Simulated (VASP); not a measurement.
# Ca in VASP: further runs

Runs on Ca. Level: PBE. Tasks: single point.

Program: VASP 6.6.1. These are calculated values, not measurements. Logs are shortened: lines on timing, memory, paths and dates and some standing lists are left out, and cuts for length are marked.

**1. The cell of the first run**

The typed cell holds 2 atoms: a = 5.644 Å, b = 5.644 Å, c = 5.644 Å, α = 33.56°, β = 33.56°, γ = 33.56°.

**2. Single point, PBE**

Input file INCAR:

```
SYSTEM = Ca
PREC = Accurate
ENCUT = 520
EDIFF = 1E-6
ISMEAR = -1
SIGMA = 0.1
LREAL = .False.
LASPH = .True.
NELM = 60
ALGO = Normal
ISIF = 2
LWAVE = .False.
LCHARG = .False.
GGA = PE
NBANDS = 17
```

Input file KPOINTS:

```
Automatic mesh
0
Gamma
  9 9 9
  0 0 0
```

Input file POSCAR:

```
Ca
1.0
    1.6293605353     -0.9407117437      5.3207332287
    0.0000000000      1.8814234874      5.3207332287
   -1.6293605353     -0.9407117437      5.3207332287
Ca
2
Direct
    0.2500000000      0.2500000000      0.2500000000
   -0.2500000000     -0.2500000000     -0.2500000000
```

Potentials or basis: VASP PAW PBE potentials, release 64 (Ca_sv).

Command:

```console
$ cat potpaw_PBE.64/Ca_sv/POTCAR > POTCAR
$ mpirun -np 1 vasp_std > vasp.out
```

OUTCAR:

```text
SYSTEM = Ca
   PREC = Accurate
   ENCUT = 520
   EDIFF = 1E-6
   ISMEAR = -1
   LREAL = .False.
   LASPH = .True.
   NELM = 60
   ISIF = 2
   GGA = PE

 ion  position               nearest neighbor table
   1  0.250  0.250  0.250-
   2  0.750  0.750  0.750-

  LATTYP: Found a trigonal (rhomboedric) cell.
 ALAT       =     5.6435765637
 COS(alpha) =     0.8332923463

  Lattice vectors:

 A1 = (   1.6293605353,  -0.9407117437,   5.3207332287)
 A2 = (   0.0000000000,   1.8814234874,   5.3207332287)
 A3 = (  -1.6293605353,  -0.9407117437,   5.3207332287)

Analysis of symmetry for initial positions (statically):
=====================================================================
 Subroutine PRICEL returns following result:

  LATTYP: Found a trigonal (rhomboedric) cell.
 ALAT       =     3.2584206084
 COS(alpha) =     0.4999077848

  Lattice vectors:

 A1 = (   1.6293605353,   0.9407117437,   2.6603666143)
 A2 = (  -1.6293605353,   0.9407117437,   2.6603666144)
 A3 = (   0.0000000000,  -1.8814234874,   2.6603666143)

   2 primitive cells build up your supercell.

 Routine SETGRP: Setting up the symmetry group for a
 trigonal (rhombohedral) supercell.

 Subroutine GETGRP returns: Found 12 space group operations
 (whereof 12 operations were pure point group operations)
 out of a pool of 12 trial point group operations.

The static configuration has the point symmetry D_3d.

Analysis of symmetry for dynamics (positions and initial velocities):
=====================================================================
 Subroutine PRICEL returns following result:

  LATTYP: Found a trigonal (rhomboedric) cell.
 ALAT       =     3.2584206084
 COS(alpha) =     0.4999077848

  Lattice vectors:

 A1 = (   1.6293605353,   0.9407117437,   2.6603666143)
 A2 = (  -1.6293605353,   0.9407117437,   2.6603666144)
 A3 = (   0.0000000000,  -1.8814234874,   2.6603666143)

   2 primitive cells build up your supercell.

 Routine SETGRP: Setting up the symmetry group for a
 trigonal (rhombohedral) supercell.

 Subroutine GETGRP returns: Found 12 space group operations
 (whereof 12 operations were pure point group operations)
 out of a pool of 12 trial point group operations.

The dynamic configuration has the point symmetry D_3d.

 Subroutine INISYM returns: Found 12 space group operations
[... 84 lines left out ...]
   NGXF,Y,Z  is equivalent  to a cutoff of  24.74, 24.74, 24.74 a.u.
 SYSTEM =  Ca
   PREC   = accura    normal or accurate (medium, high low for compatibility)
   ISTART =      0    job   : 0-new  1-cont  2-samecut
   ICHARG =      2    charge: 1-file 2-atom 10-const
   ISPIN  =      1    spin polarized calculation?
   LNONCOLLINEAR =      F non collinear calculations
   LSORBIT =      F    spin-orbit coupling
   LASPH  =      T    aspherical Exc in radial PAW
   ENCUT  =  520.0 eV  38.22 Ry    6.18 a.u.  10.49 10.49 10.49*2*pi/ulx,y,z
   NELM   =     60;   NELMIN=  2; NELMDL= -5     # of ELM steps
   EDIFF  = 0.1E-05   stopping-criterion for ELM
   LREAL  =      F    real-space projection
   EDIFFG = 0.1E-04   stopping-criterion for IOM
   NSW    =      0    number of steps for IOM
   IBRION =     -1    ionic relax: 0-MD 1-quasi-New 2-CG
   NFREE  =      0    steps in history (QN), initial steepest desc. (CG)
   ISIF   =      2    stress and relaxation
   ISYM   =      2    0-nonsym 1-usesym 2-fastsym
   POTIM  = 0.5000    time-step for ionic-motion
   TEBEG  =    0.0;   TEEND  =   0.0 temperature during run
   PSTRESS=    0.0 pullay stress
   NELECT =      20.0000    total number of electrons
   NUPDOWN=      -1.0000    fix difference up-down
   EMIN   =  10.00;   EMAX   =-10.00  energy-range for DOS
   EFERMI =   0.00;   METHOD = LEGACY
   ISMEAR =    -1;   SIGMA  =   0.10  broadening in eV -4-tet -1-fermi 0-gaus
   EFERMI_NEDOS =   21; number of points for ismear=-14 and -15
   IALGO  =     38    algorithm
   IMIX   =      4    mixing-type and parameters
     AMIX     =   0.40;   BMIX     =  1.00
     AMIX_MAG =   1.60;   BMIX_MAG =  1.00
  volume/ion in A,a.u.               =      24.47       165.11
  Fermi-wavevector in a.u.,A,eV,Ry     =   1.214934  2.295892 20.083076  1.476064
  Thomas-Fermi vector in A             =   2.350337
   LORBIT       =      0    0 simple, 1 ext, 2 COOP (PROOUT), +10 PAW based schemes
   GGA     = PE    functional components
[... 5 lines left out ...]
 non-spin polarized calculation
  energy-cutoff  :      520.00
  volume of cell :       48.93
 maximum number of plane-waves:      1340
 NGX is ok and might be reduce to    42

 number of electron      19.9999999 magnetization

 Free energy of the ion-electron system (eV)
  ---------------------------------------------------
  ext. energy  EPLUGINS =         0.00000000
  ---------------------------------------------------
  free energy    TOTEN  =        -2.21651948 eV

  energy without entropy =       -2.15765353  energy(sigma->0) =       -2.18708650

 E-fermi :   4.6814     XC(G=0):  -9.6386

 val. band max:        4.6801367313   @ k =  -0.4444  -0.4444   0.1111
 cond. band min:       4.7235402266   @ k =  -0.4444   0.4444   0.0000
 fundamental gap:      0.0434034953
 Fermi energy:         4.6813544912

 k-point     1 :       0.0000    0.0000    0.0000
  band No.  band energies     occupation
      1     -36.3255      2.00000
      2     -36.1806      2.00000
      3     -17.8051      2.00000
      4     -17.0527      2.00000
      5     -17.0527      2.00000
      6     -16.9495      2.00000
[... 457 lines left out ...]
      4     -17.7271      2.00000
      5     -17.2496      2.00000
      6     -17.2346      2.00000
[... 9 lines left out ...]
     16      10.6956      0.00000
     17      10.7585      0.00000

 [... further k-points ...]

------------------------ aborting loop because EDIFF is reached ----------------------------------------

  FORCE on cell =-STRESS in cart. coord.  units (eV):
  Direction    XX          YY          ZZ          XY          YZ          ZX
  --------------------------------------------------------------------------------------
  -------------------------------------------------------------------------------------
  Total        6.6418501      6.6418501      6.6915984      0.0000000     -0.0000000      0.0000000
  in kB      217.4719050    217.4719050    219.1007966      0.0000000     -0.0000000      0.0000000
  external PRESSURE =     218.0148689 kB  Pullay stress =       0.0000000 kB

 VOLUME and BASIS-vectors are now :
 -----------------------------------------------------------------------------
  energy-cutoff  :      520.00
  volume of cell :       48.93
      direct lattice vectors                 reciprocal lattice vectors
     1.629360535 -0.940711744  5.320733229     0.306868854 -0.177170815  0.062648007
     0.000000000  1.881423487  5.320733229     0.000000000  0.354341631  0.062648007
    -1.629360535 -0.940711744  5.320733229    -0.306868854 -0.177170815  0.062648007

 POSITION                                       TOTAL-FORCE (eV/Angst)
 -----------------------------------------------------------------------------------
      0.00000      0.00000      3.99055         0.000000      0.000000      0.000000
      0.00000      0.00000     11.97165        -0.000000     -0.000000     -0.000000
 -----------------------------------------------------------------------------------
    total drift:                               -0.000000      0.000000     -0.000000

  FREE ENERGIE OF THE ION-ELECTRON SYSTEM (eV)
  ---------------------------------------------------
  free  energy   TOTEN  =        -2.2165194796 eV

  energy  without entropy=       -2.1576535304  energy(sigma->0) =       -2.18708650
```

OSZICAR:

```text
N       E                     dE             d eps       ncg     rms          rms(c)
DAV:   1     0.183627089720E+03    0.18363E+03   -0.10614E+04  2890   0.116E+03
DAV:   2     0.736275767833E+01   -0.17626E+03   -0.17336E+03  3240   0.338E+02
DAV:   3    -0.211282098729E+01   -0.94756E+01   -0.93964E+01  5564   0.612E+01
DAV:   4    -0.229171838999E+01   -0.17890E+00   -0.17866E+00  3303   0.901E+00
DAV:   5    -0.229742552287E+01   -0.57071E-02   -0.57056E-02  4803   0.101E+00    0.236E+00
DAV:   6    -0.224004354695E+01    0.57382E-01   -0.25903E-02  3796   0.142E+00    0.135E+00
DAV:   7    -0.221656051359E+01    0.23483E-01   -0.36060E-02  3847   0.158E+00    0.152E-01
DAV:   8    -0.221647941620E+01    0.81097E-04   -0.20442E-03  4311   0.371E-01    0.536E-02
DAV:   9    -0.221651900791E+01   -0.39592E-04   -0.21979E-04  4047   0.107E-01    0.118E-02
DAV:  10    -0.221651947957E+01   -0.47167E-06   -0.24011E-06  2609   0.147E-02
   1 F= -.22165195E+01 E0= -.21870865E+01  d E =-.588659E-01
```

stdout:

```text
POSCAR found type information on POSCAR Ca
 POSCAR found :  1 types and       2 ions
 scaLAPACK will be used
 LDA part: xc-table for (Slater+PW92), standard interpolation
 POSCAR, INCAR and KPOINTS ok, starting setup
 FFT: planning ... GRIDC
 FFT: planning ... GRID_SOFT
 FFT: planning ... GRID
 WAVECAR not read
 entering main loop
```

Run time: 1.7 min. Hardware: 1 thread of Intel Xeon Platinum 8259CL at 2.50GHz (Skylake/Cascade Lake), shared host; peak memory 0.28 GiB.

Results:

* Free energy: -2.2165 eV
* Pressure: 21.8 GPa

Levels at points of the mesh, in eV from the Fermi level:
| k point | band 7 | band 8 | band 9 | band 10 | band 11 | band 12 | band 13 | band 14 |
| --- | --- | --- | --- | --- | --- | --- | --- | --- |
| (0.00, 0.00, 0.00) | -21.63 | -21.63 | -4.80 | -1.32 | 0.91 | 2.70 | 2.70 | 2.93 |

**3. Single point, PBE**

Input file INCAR:

```
ALGO = Normal
EDIFF = 1E-6
ENCUT = 520
GGA = PE
ISIF = 2
ISMEAR = -1
LASPH = T
LCHARG = T
LELF = T
LREAL = F
LVHAR = T
LWAVE = F
NBANDS = 17
NELM = 80
PREC = Accurate
SIGMA = 0.1
```

Input file KPOINTS:

```
k-points
0
Gamma
  9 9 9
```

POSCAR is that of step 2.

Potentials or basis: VASP PAW PBE potentials, release 64 (Ca_sv).

Command:

```console
$ cat potpaw_PBE.64/Ca_sv/POTCAR > POTCAR
$ mpirun -np 1 vasp_std > vasp.out
```

It took 100 s on 1 thread of Intel Xeon Platinum 8259CL at 2.50GHz (Skylake/Cascade Lake), shared host; peak memory 0.27 GiB.

It converged, with:

* Free energy: -2.2165 eV
* Pressure: 21.8 GPa

Levels at points of the mesh, in eV from the Fermi level:
| k point | band 8 | band 9 | band 10 | band 11 | band 12 | band 13 |
| --- | --- | --- | --- | --- | --- | --- |
| (0.00, 0.00, 0.00) | -21.63 | -4.80 | -1.32 | 0.91 | 2.70 | 2.70 |

[end of part 1 of 2]
